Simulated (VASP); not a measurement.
# PtSe2 (P1) in VASP: single point with PBEsol

Aim: the single point of PtSe2 with PBEsol.

Everything below comes from runs of VASP 6.6.1. Logs are shortened: lines on timing, memory, paths and dates and some standing lists are left out, and cuts for length are marked.

## (1) The cell of the first run

The typed cell holds 3 atoms: a = 3.724 Å, b = 3.724 Å, c = 5.062 Å, α = 90.00°, β = 90.00°, γ = 120.00°.

## (2) Single point, PBEsol (atom 1 (Pt) moved by (-0.300, -0.150) A along x and y)

INCAR reads:

```
ALGO = Fast
EDIFF = 1E-6
ENCUT = 520
GGA = PS
ISIF = 2
ISMEAR = 0
LASPH = T
LCHARG = F
LREAL = F
LWAVE = F
NBANDS = 18
NELM = 100
PREC = Accurate
SIGMA = 0.15
```

KPOINTS reads:

```
k-points
0
Gamma
  12 12 10
```

POSCAR reads:

```
PtSe2
1.0
    3.7240006046      0.0000000000      0.0000000000
   -1.8620003023      3.2250791273      0.0000000000
    0.0000000000      0.0000000000      5.0620000000
Pt Se
1 2
Direct
   -0.1038137695     -0.0465104867      0.0000000000
    0.3333333333      0.6666666667      0.2500000000
    0.6666666667      0.3333333333      0.7500000000
```

Potentials or basis: VASP PAW PBE potentials, release 64 (Pt, Se).

The run is started by

```sh
$ cat potpaw_PBE.64/Pt/POTCAR potpaw_PBE.64/Se/POTCAR > POTCAR
$ mpirun -np 1 vasp_std > vasp.out
```

OUTCAR:

```text
EDIFF = 1E-6
   ENCUT = 520
   GGA = PS
   ISIF = 2
   ISMEAR = 0
   LASPH = T
   LREAL = F
   NELM = 100
   PREC = Accurate

 ion  position               nearest neighbor table
   1  0.896  0.953  0.000-   2 2.21   3 2.35   3 2.39   2 2.64   2 2.67   3 2.79
   2  0.333  0.667  0.250-   1 2.21   1 2.64   1 2.67
   3  0.667  0.333  0.750-   1 2.35   1 2.39   1 2.79

  LATTYP: Found a hexagonal cell.
 ALAT       =     3.7240006046
 C/A-ratio  =     1.3592908642

  Lattice vectors:

 A1 = (   3.7240006046,   0.0000000000,   0.0000000000)
 A2 = (  -1.8620003023,   3.2250791273,   0.0000000000)
 A3 = (   0.0000000000,   0.0000000000,   5.0620000000)

Analysis of symmetry for initial positions (statically):
=====================================================================
 Subroutine PRICEL returns:
 Original cell was already a primitive cell.

 Routine SETGRP: Setting up the symmetry group for a
 hexagonal supercell.

 Subroutine GETGRP returns: Found  1 space group operations
 (whereof  1 operations were pure point group operations)
 out of a pool of 24 trial point group operations.

The static configuration has the point symmetry C_1 .

Analysis of symmetry for dynamics (positions and initial velocities):
=====================================================================
 Subroutine PRICEL returns:
 Original cell was already a primitive cell.

 Routine SETGRP: Setting up the symmetry group for a
 hexagonal supercell.

 Subroutine GETGRP returns: Found  1 space group operations
 (whereof  1 operations were pure point group operations)
 out of a pool of 24 trial point group operations.

The dynamic configuration has the point symmetry C_1 .

 Subroutine INISYM returns: Found  1 space group operations
 (whereof  1 operations are pure point group operations),
 and found     1 'primitive' translations

----------------------------------------------------------------------------------------

                                     Primitive cell

  volume of cell :      60.7956

  direct lattice vectors                    reciprocal lattice vectors
     3.724000605  0.000000000  0.000000000     0.268528420  0.155034956  0.000000000
[... 77 lines left out ...]
   NGXF,Y,Z  is equivalent  to a cutoff of  25.00, 25.00, 26.27 a.u.
 SYSTEM =  unknown system
   PREC   = accura    normal or accurate (medium, high low for compatibility)
   ISTART =      0    job   : 0-new  1-cont  2-samecut
   ICHARG =      2    charge: 1-file 2-atom 10-const
   ISPIN  =      1    spin polarized calculation?
   LNONCOLLINEAR =      F non collinear calculations
   LSORBIT =      F    spin-orbit coupling
   LASPH  =      T    aspherical Exc in radial PAW
   ENCUT  =  520.0 eV  38.22 Ry    6.18 a.u.   6.92  6.92  9.41*2*pi/ulx,y,z
   NELM   =    100;   NELMIN=  2; NELMDL= -5     # of ELM steps
   EDIFF  = 0.1E-05   stopping-criterion for ELM
   LREAL  =      F    real-space projection
   EDIFFG = 0.1E-04   stopping-criterion for IOM
   NSW    =      0    number of steps for IOM
   IBRION =     -1    ionic relax: 0-MD 1-quasi-New 2-CG
   NFREE  =      0    steps in history (QN), initial steepest desc. (CG)
   ISIF   =      2    stress and relaxation
   ISYM   =      2    0-nonsym 1-usesym 2-fastsym
   POTIM  = 0.5000    time-step for ionic-motion
   TEBEG  =    0.0;   TEEND  =   0.0 temperature during run
   PSTRESS=    0.0 pullay stress
   NELECT =      22.0000    total number of electrons
   NUPDOWN=      -1.0000    fix difference up-down
   EMIN   =  10.00;   EMAX   =-10.00  energy-range for DOS
   EFERMI =   0.00;   METHOD = LEGACY
   ISMEAR =     0;   SIGMA  =   0.15  broadening in eV -4-tet -1-fermi 0-gaus
   EFERMI_NEDOS =   21; number of points for ismear=-14 and -15
   IALGO  =     68    algorithm
   IMIX   =      4    mixing-type and parameters
     AMIX     =   0.40;   BMIX     =  1.00
     AMIX_MAG =   1.60;   BMIX_MAG =  1.00
  volume/ion in A,a.u.               =      20.27       136.76
  Fermi-wavevector in a.u.,A,eV,Ry     =   1.166608  2.204570 18.517180  1.360974
  Thomas-Fermi vector in A             =   2.303119
   LORBIT       =      0    0 simple, 1 ext, 2 COOP (PROOUT), +10 PAW based schemes
   GGA     = PS    functional components
   LHFCALC =     F    Hartree Fock is set to
   AEXX    =    0.0000 exact exchange contribution
   IVDW    =     0    specifies the selected vdW correction
   LEPSILON=     F    determine dielectric tensor
   LRPA    =     F    only Hartree local field effects (RPA)
 non-spin polarized calculation
 RMM-DIIS sequential band-by-band and
 Gauss-broadening in eV      SIGMA  =   0.15
  energy-cutoff  :      520.00
  volume of cell :       60.80
 maximum number of plane-waves:      1654
   NGX = 13   NGY = 13   NGZ = 19

 number of electron      21.9999999 magnetization

 Free energy of the ion-electron system (eV)
  ---------------------------------------------------
  ext. energy  EPLUGINS =         0.00000000
  ---------------------------------------------------
  free energy    TOTEN  =       -14.96858200 eV

  energy without entropy =      -14.96061106  energy(sigma->0) =      -14.96459653

 E-fermi :   6.3244     XC(G=0): -10.7934

 val. band max:        6.3239580997   @ k =  -0.0833   0.0000   0.2000
 cond. band min:       6.3266485373   @ k =  -0.1667   0.0833   0.0000
 fundamental gap:      0.0026904376
 Fermi energy:         6.3244104542

 k-point     1 :       0.0000    0.0000    0.0000
  band No.  band energies     occupation
      1      -9.4084      2.00000
      2      -6.7239      2.00000
      3      -0.9500      2.00000
      4      -0.1102      2.00000
      5      -0.0732      2.00000
      6       1.6573      2.00000
[... 481 lines left out ...]
      5       0.3907      2.00000
      6       1.0629      2.00000
[... 10 lines left out ...]
     17      14.4332      0.00000
     18      15.4387      0.00000

 [... further k-points ...]
[... 5 lines left out ...]
  --------------------------------------------------------------------------------------
  -------------------------------------------------------------------------------------
  Total        4.5465170      3.4787204      3.0594451      0.7740839     -1.4412199     -1.9347406
  in kB      119.8166410     91.6764636     80.6270894     20.3998212    -37.9811898    -50.9871894
  external PRESSURE =      97.3733980 kB  Pullay stress =       0.0000000 kB

 VOLUME and BASIS-vectors are now :
 -----------------------------------------------------------------------------
  energy-cutoff  :      520.00
  volume of cell :       60.80
      direct lattice vectors                 reciprocal lattice vectors
     3.724000605  0.000000000  0.000000000     0.268528420  0.155034956  0.000000000
    -1.862000302  3.225079127  0.000000000     0.000000000  0.310069912  0.000000000
     0.000000000  0.000000000  5.062000000     0.000000000  0.000000000  0.197550375

 POSITION                                       TOTAL-FORCE (eV/Angst)
 -----------------------------------------------------------------------------------
      1.56200      3.07508      0.00000         5.029765      2.527499     -0.604428
     -0.00000      2.15005      1.26550        -3.268281     -1.822809      1.645832
      1.86200      1.07503      3.79650        -1.761483     -0.704690     -1.041404
 -----------------------------------------------------------------------------------
    total drift:                                0.000744      0.000388      0.000077

  FREE ENERGIE OF THE ION-ELECTRON SYSTEM (eV)
  ---------------------------------------------------
  free  energy   TOTEN  =       -14.9685819967 eV

  energy  without entropy=      -14.9606110587  energy(sigma->0) =      -14.96459653
```

OSZICAR:

```text
N       E                     dE             d eps       ncg     rms          rms(c)
DAV:   1     0.108541657671E+03    0.10854E+03   -0.10021E+04 26064   0.108E+03
DAV:   2    -0.108117321494E+02   -0.11935E+03   -0.11565E+03 31896   0.211E+02
DAV:   3    -0.157941661200E+02   -0.49824E+01   -0.49416E+01 31990   0.432E+01
DAV:   4    -0.158306442416E+02   -0.36478E-01   -0.36464E-01 32766   0.400E+00
DAV:   5    -0.158310216416E+02   -0.37740E-03   -0.37739E-03 31414   0.396E-01    0.154E+01
RMM:   6    -0.151894171888E+02    0.64160E+00   -0.30692E+00 26092   0.101E+01    0.885E+00
RMM:   7    -0.149992711757E+02    0.19015E+00   -0.36897E-01 26318   0.376E+00    0.464E+00
RMM:   8    -0.149700020978E+02    0.29269E-01   -0.38641E-02 27884   0.132E+00    0.554E-01
RMM:   9    -0.149686364459E+02    0.13657E-02   -0.65007E-03 30756   0.529E-01    0.153E-01
RMM:  10    -0.149685714266E+02    0.65019E-04   -0.95358E-04 31426   0.217E-01    0.585E-02
RMM:  11    -0.149685785171E+02   -0.70905E-05   -0.21858E-04 31960   0.919E-02    0.299E-02
RMM:  12    -0.149685814131E+02   -0.28960E-05   -0.34647E-05 31786   0.393E-02    0.108E-02
RMM:  13    -0.149685819967E+02   -0.58369E-06   -0.86091E-06 31470   0.179E-02
   1 F= -.14968582E+02 E0= -.14964597E+02  d E =-.797094E-02
```

stdout:

```text
POSCAR found type information on POSCAR PtSe
 POSCAR found :  2 types and       3 ions
 scaLAPACK will be used
 -----------------------------------------------------------------------------
|                                                                             |
|                                                                             |
|     You enforced a specific xc type in the INCAR file but a different       |
|     I HOPE YOU KNOW WHAT YOU ARE DOING!                                     |
|                                                                             |
 -----------------------------------------------------------------------------

 LDA part: xc-table for (Slater+PW92), standard interpolation
 POSCAR, INCAR and KPOINTS ok, starting setup
 FFT: planning ... GRIDC
 FFT: planning ... GRID_SOFT
 FFT: planning ... GRID
 WAVECAR not read
 entering main loop
```

Run time: 12 min. Hardware: 1 thread of AMD EPYC 9755, shared host; peak memory 0.78 GiB.

What came out:

```yaml
Free_energy: -14.9686 eV
Pressure: 9.7 GPa
Largest_force: 5.661 eV/Å
Band_gap_on_the_k_mesh: zero (bands 11 and 12 overlap by 0.09 eV)
```

Forces on the atoms (eV/Å):
```
Pt   5.030  2.527 -0.604
Se  -3.268 -1.823  1.646
Se  -1.761 -0.705 -1.041
```

Stress tensor (GPa, compression positive):
```
11.98  2.04 -5.10
 2.04  9.17 -3.80
-5.10 -3.80  8.06
```

Caveat: the cell differs from its parent crystal (atom 1 (Pt) moved by (-0.300, -0.150) A along x and y); the cell stands under pressure; the PAW data sets were made with another functional, which shifts forces and pressure a little; spin-orbit coupling is left out, which moves the levels of the heavy elements.
